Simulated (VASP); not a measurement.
# Te (Im-3m) in VASP: further runs

The runs below take Te through single point, with LDA.

Everything below comes from runs of VASP 6.6.1. Logs are shortened: lines on timing, memory, paths and dates and some standing lists are left out, and cuts for length are marked.

### 1 The cell of the first run

The structure is cubic, space group Im-3m (No. 229). Conventional cell: a = 2.799 Å, b = 2.799 Å, c = 2.799 Å, α = 90.00°, β = 90.00°, γ = 90.00°. Te (site symmetry m-3m) has 14 Te at 2.42 to 2.80 Å within 3.2 Å.

### 2 Single point, LDA (volume scaled by 0.411, to set the pressure)

INCAR

```
PREC = Accurate ; ENCUT = 520
EDIFF = 1E-7 ; ISMEAR = -1
SIGMA = 0.05 ; LREAL = F
LASPH = T ; NELM = 100
ALGO = Normal ; ISIF = 2
LWAVE = F ; LCHARG = F
GGA = CA ; NBANDS = 9
```

KPOINTS

```
Automatic mesh
0
Gamma
  19 19 19
```

POSCAR

```
Te
1.0
   -1.3994395216      1.3994395216      1.3994395216
    1.3994395216     -1.3994395216      1.3994395216
    1.3994395216      1.3994395216     -1.3994395216
Te
1
Direct
    0.0000000000      0.0000000000      0.0000000000
```

Potentials or basis: VASP PAW LDA potentials, release 64 (Te).

On the command line:

```
$ cat potpaw_LDA.64/Te/POTCAR > POTCAR
$ mpirun -np 1 vasp_std > vasp.out
```

OUTCAR:

```text
PREC = Accurate
   ENCUT = 520
   EDIFF = 1E-7
   ISMEAR = -1
   LREAL = F
   LASPH = T
   NELM = 100
   ISIF = 2
   GGA = CA

 ion  position               nearest neighbor table
   1  0.000  0.000  0.000-

  LATTYP: Found a body centered cubic cell.
 ALAT       =     2.7988790432

  Lattice vectors:

 A1 = (  -1.3994395216,   1.3994395216,   1.3994395216)
 A2 = (   1.3994395216,  -1.3994395216,   1.3994395216)
 A3 = (   1.3994395216,   1.3994395216,  -1.3994395216)

Analysis of symmetry for initial positions (statically):
=====================================================================
 Subroutine PRICEL returns:
 Original cell was already a primitive cell.

 Routine SETGRP: Setting up the symmetry group for a
 body centered cubic supercell.

 Subroutine GETGRP returns: Found 48 space group operations
 (whereof 48 operations were pure point group operations)
 out of a pool of 48 trial point group operations.

The static configuration has the point symmetry O_h .

Analysis of symmetry for dynamics (positions and initial velocities):
=====================================================================
 Subroutine PRICEL returns:
 Original cell was already a primitive cell.

 Routine SETGRP: Setting up the symmetry group for a
 body centered cubic supercell.

 Subroutine GETGRP returns: Found 48 space group operations
 (whereof 48 operations were pure point group operations)
 out of a pool of 48 trial point group operations.

The dynamic configuration has the point symmetry O_h .

 Subroutine INISYM returns: Found 48 space group operations
 (whereof 48 operations are pure point group operations),
 and found     1 'primitive' translations

----------------------------------------------------------------------------------------

                                     Primitive cell

  volume of cell :      10.9628

  direct lattice vectors                    reciprocal lattice vectors
    -1.399439522  1.399439522  1.399439522     0.000000000  0.357285894  0.357285894
     1.399439522 -1.399439522  1.399439522     0.357285894  0.000000000  0.357285894
     1.399439522  1.399439522 -1.399439522     0.357285894  0.357285894  0.000000000

  length of vectors
     2.423900354  2.423900354  2.423900354     0.505278556  0.505278556  0.505278556

  position of ions in fractional coordinates (direct lattice)
     0.000000000  0.000000000  0.000000000

  ion indices of the primitive-cell ions
   primitive index   ion index
                 1           1

----------------------------------------------------------------------------------------

 KPOINTS: Automatic mesh

Automatic generation of k-mesh.
 Grid dimensions read from file:
 generate k-points for:   19   19   19

 Generating k-lattice:

  Cartesian coordinates                     Fractional coordinates (reciprocal lattice)
     0.000000000  0.018804521  0.018804521     0.052631579  0.000000000  0.000000000
     0.018804521  0.000000000  0.018804521     0.000000000  0.052631579  0.000000000
     0.018804521  0.018804521  0.000000000     0.000000000  0.000000000  0.052631579

  Length of vectors
     0.026593608  0.026593608  0.026593608

  Shift w.r.t. Gamma in fractional coordinates (k-lattice)
     0.000000000  0.000000000  0.000000000

 Subroutine IBZKPT returns following result:
 ===========================================

 Found    220 irreducible k-points:

 Following reciprocal coordinates:
            Coordinates               Weight
  0.000000  0.000000  0.000000      1.000000
  0.052632  0.000000  0.000000     12.000000
  0.105263  0.000000  0.000000     12.000000
  0.157895  0.000000  0.000000     12.000000
  0.210526  0.000000  0.000000     12.000000
  0.263158  0.000000  0.000000     12.000000
[... 16 lines left out ...]
  0.263158  0.105263 -0.000000     48.000000
  0.315789  0.105263  0.000000     48.000000
 [... further k-points ...]
   k-points           NKPTS =    220   k-points in BZ     NKDIM =    220   number of bands    NBANDS=      9
   number of dos      NEDOS =    301   number of ions     NIONS =      1
   total plane-waves  NPLWV =   5832
   dimension x,y,z NGX =    18 NGY =   18 NGZ =   18
   dimension x,y,z NGXF=    36 NGYF=   36 NGZF=   36
   ions per type =               1
   NGX,Y,Z   is equivalent  to a cutoff of  12.35, 12.35, 12.35 a.u.
   NGXF,Y,Z  is equivalent  to a cutoff of  24.69, 24.69, 24.69 a.u.
 SYSTEM =  unknown system
   PREC   = accura    normal or accurate (medium, high low for compatibility)
   ISTART =      0    job   : 0-new  1-cont  2-samecut
   ICHARG =      2    charge: 1-file 2-atom 10-const
   ISPIN  =      1    spin polarized calculation?
   LNONCOLLINEAR =      F non collinear calculations
   LSORBIT =      F    spin-orbit coupling
   LASPH  =      T    aspherical Exc in radial PAW
   ENCUT  =  520.0 eV  38.22 Ry    6.18 a.u.   4.51  4.51  4.51*2*pi/ulx,y,z
   NELM   =    100;   NELMIN=  2; NELMDL= -5     # of ELM steps
   EDIFF  = 0.1E-06   stopping-criterion for ELM
   LREAL  =      F    real-space projection
   EDIFFG = 0.1E-05   stopping-criterion for IOM
   NSW    =      0    number of steps for IOM
   IBRION =     -1    ionic relax: 0-MD 1-quasi-New 2-CG
   NFREE  =      0    steps in history (QN), initial steepest desc. (CG)
   ISIF   =      2    stress and relaxation
   ISYM   =      2    0-nonsym 1-usesym 2-fastsym
   POTIM  = 0.5000    time-step for ionic-motion
   TEBEG  =    0.0;   TEEND  =   0.0 temperature during run
   PSTRESS=    0.0 pullay stress
   NELECT =       6.0000    total number of electrons
   NUPDOWN=      -1.0000    fix difference up-down
   EMIN   =  10.00;   EMAX   =-10.00  energy-range for DOS
   EFERMI =   0.00;   METHOD = LEGACY
   ISMEAR =    -1;   SIGMA  =   0.05  broadening in eV -4-tet -1-fermi 0-gaus
   EFERMI_NEDOS =   21; number of points for ismear=-14 and -15
   IALGO  =     38    algorithm
   IMIX   =      4    mixing-type and parameters
     AMIX     =   0.40;   BMIX     =  1.00
     AMIX_MAG =   1.60;   BMIX_MAG =  1.00
  volume/ion in A,a.u.               =      10.96        73.98
  Fermi-wavevector in a.u.,A,eV,Ry     =   1.339115  2.530560 24.398351  1.793228
  Thomas-Fermi vector in A             =   2.467532
   LORBIT       =      0    0 simple, 1 ext, 2 COOP (PROOUT), +10 PAW based schemes
   GGA     = CA    functional components
   LHFCALC =     F    Hartree Fock is set to
   AEXX    =    0.0000 exact exchange contribution
   IVDW    =     0    specifies the selected vdW correction
   LEPSILON=     F    determine dielectric tensor
   LRPA    =     F    only Hartree local field effects (RPA)
 non-spin polarized calculation
  energy-cutoff  :      520.00
  volume of cell :       10.96
 maximum number of plane-waves:       321
 NGX is ok and might be reduce to    18
   NGX =  9   NGY =  9   NGZ =  9

 number of electron       6.0000001 magnetization

 Free energy of the ion-electron system (eV)
  ---------------------------------------------------
  ext. energy  EPLUGINS =         0.00000000
  ---------------------------------------------------
  free energy    TOTEN  =         6.47592261 eV

  energy without entropy =        6.47886888  energy(sigma->0) =        6.47739575

 E-fermi :  28.6689     XC(G=0): -14.8178

 val. band max:       28.6644774521   @ k =  -0.3158   0.3684   0.0526
 cond. band min:      28.6784600728   @ k =  -0.1579   0.2632   0.0526
 fundamental gap:      0.0139826208
 Fermi energy:        28.6688880275

 k-point     1 :       0.0000    0.0000    0.0000
  band No.  band energies     occupation
      1       1.6421      2.00000
      2      37.1970      0.00000
      3      37.1970      0.00000
      4      37.1970      0.00000
      5      41.1501      0.00000
      6      41.1501      0.00000
      7      41.1501      0.00000
      8      41.6488      0.00000
      9      41.6488      0.00000

 k-point     2 :       0.0526    0.0000    0.0000
  band No.  band energies     occupation
      1       1.7618      2.00000
      2      36.4009      0.00000
      3      37.0398      0.00000
      4      37.0747      0.00000
      5      39.6235      0.00000
      6      39.6669      0.00000
      7      40.4310      0.00000
      8      41.9918      0.00000
      9      42.5576      0.00000

 k-point     3 :       0.1053    0.0000    0.0000
  band No.  band energies     occupation
      1       2.1221      2.00000
      2      34.1734      0.00000
      3      36.4916      0.00000
      4      36.6730      0.00000
      5      37.8589      0.00000
      6      38.6911      0.00000
      7      39.8956      0.00000
      8      42.9145      0.00000
      9      43.0173      0.00000

 k-point     4 :       0.1579    0.0000    0.0000
  band No.  band energies     occupation
      1       2.7246      2.00000
      2      31.2922      0.00000
      3      35.3976      0.00000
      4      36.1142      0.00000
      5      36.2530      0.00000
      6      38.1300      0.00000
      7      40.1713      0.00000
      8      43.4400      0.00000
      9      44.2581      0.00000
[... 205 lines left out ...]
 k-point    22 :       0.2105    0.1053    0.0000
  band No.  band energies     occupation
      1       5.0350      2.00000
      2      25.4007      2.00000
      3      29.2201      0.00003
      4      32.5336      0.00000
      5      36.8723      0.00000
      6      40.1546      0.00000
      7      40.8172      0.00000
      8      46.0157      0.00000
      9      46.3774      0.00000

 k-point    23 :       0.2632    0.1053   -0.0000
  band No.  band energies     occupation
      1       6.3823      2.00000
      2      22.3923      2.00000
      3      28.2683      1.99934
      4      31.5387      0.00000
      5      36.6057      0.00000
      6      40.0715      0.00000
      7      41.4742      0.00000
      8      46.9053      0.00000
      9      48.2099      0.00000

 k-point    24 :       0.3158    0.1053    0.0000
  band No.  band energies     occupation
      1       7.9782      2.00000
      2      19.5105      2.00000
      3      27.5059      2.00000
      4      30.7580      0.00000
      5      36.4016      0.00000
      6      39.9012      0.00000
      7      42.3150      0.00000
      8      47.5548      0.00000
      9      50.0008      0.00000

 [... further k-points ...]
[... 5 lines left out ...]
  --------------------------------------------------------------------------------------
  -------------------------------------------------------------------------------------
  Total       31.8038853     31.8038853     31.8038853      0.0000000      0.0000000     -0.0000000
  in kB     4648.0240450   4648.0240450   4648.0240450      0.0000000      0.0000000     -0.0000000
  external PRESSURE =    4648.0240450 kB  Pullay stress =       0.0000000 kB

 VOLUME and BASIS-vectors are now :
 -----------------------------------------------------------------------------
  energy-cutoff  :      520.00
  volume of cell :       10.96
      direct lattice vectors                 reciprocal lattice vectors
    -1.399439522  1.399439522  1.399439522     0.000000000  0.357285894  0.357285894
     1.399439522 -1.399439522  1.399439522     0.357285894  0.000000000  0.357285894
     1.399439522  1.399439522 -1.399439522     0.357285894  0.357285894  0.000000000

 POSITION                                       TOTAL-FORCE (eV/Angst)
 -----------------------------------------------------------------------------------
      0.00000      0.00000      0.00000         0.000000     -0.000000      0.000000
 -----------------------------------------------------------------------------------
    total drift:                                0.000000     -0.000000      0.000000

  FREE ENERGIE OF THE ION-ELECTRON SYSTEM (eV)
  ---------------------------------------------------
  free  energy   TOTEN  =         6.4759226144 eV

  energy  without entropy=        6.4788688757  energy(sigma->0) =        6.47739575
```

Run time: 14 s. Hardware: 1 thread of Intel Xeon 6975P-C (Granite Rapids), shared host; peak memory 0.13 GiB.

Results:

```
Free energy            : 6.4759 eV
Pressure               : 464.8 GPa
Band gap on the k mesh : zero (band 3 reaches 37.20 eV, above the bottom of band 4 at 19.89 eV)
```

Levels at points of the mesh, in eV from the Fermi level:
| k point | band 1 | band 2 | band 3 | band 4 | band 5 | band 6 | band 7 |
| --- | --- | --- | --- | --- | --- | --- | --- |
| (0.00, 0.00, 0.00) | -27.03 | 8.53 | 8.53 | 8.53 | 12.48 | 12.48 | 12.48 |

Caveat: the cell differs from its parent crystal (volume scaled by 0.411, to set the pressure); spin-orbit coupling is left out, which moves the levels of the heavy elements.

### 3 Single point, LDA

INCAR

```
ALGO     = Normal         # electronic algorithm
EDIFF    = 1E-6           # SCF threshold, eV
ENCUT    = 520            # plane-wave cutoff, eV
GGA      = CA             # functional
ISIF     = 2              # what is computed and relaxed
ISMEAR   = -1             # smearing method
LASPH    = T              # aspherical terms in the spheres
LCHARG   = F              # write CHGCAR
LREAL    = F              # projectors in reciprocal space
LWAVE    = F              # write WAVECAR
NBANDS   = 9              # bands
NELM     = 100            # most SCF steps
PREC     = Accurate       # precision mode
SIGMA    = 0.05           # smearing width, eV
```

KPOINTS

```
k-points
0
Gamma
  19 19 19
```

POSCAR

```
Te
1.0
   -1.4000702270      1.4000702270      1.4000702270
    1.4000702270     -1.4000702270      1.4000702270
    1.4000702270      1.4000702270     -1.4000702270
Te
1
Direct
    0.0000000000      0.0000000000      0.0000000000
```

Potentials or basis: VASP PAW LDA potentials, release 64 (Te).

On the command line:

```
$ cat potpaw_LDA.64/Te/POTCAR > POTCAR
$ mpirun -np 1 vasp_std > vasp.out
```

Wall time 14 s (1 thread of Intel Xeon 6975P-C (Granite Rapids), shared host); peak memory 0.13 GiB.

The run converged. Its results:

| Quantity | Value |
| --- | --- |
| Free energy | 6.4330 eV |
| Pressure | 462.7 GPa |
| Band gap on the k mesh | zero (band 3 reaches 37.17 eV, above the bottom of band 4 at 19.86 eV) |

Levels at points of the mesh, in eV from the Fermi level:
```tsv
k point	band 1	band 2	band 3	band 4	band 5	band 6	band 7	band 8
(0.00, 0.00, 0.00)	-27.00	8.54	8.54	8.54	12.46	12.46	12.46	12.97
```

Caveat: spin-orbit coupling is left out, which moves the levels of the heavy elements.
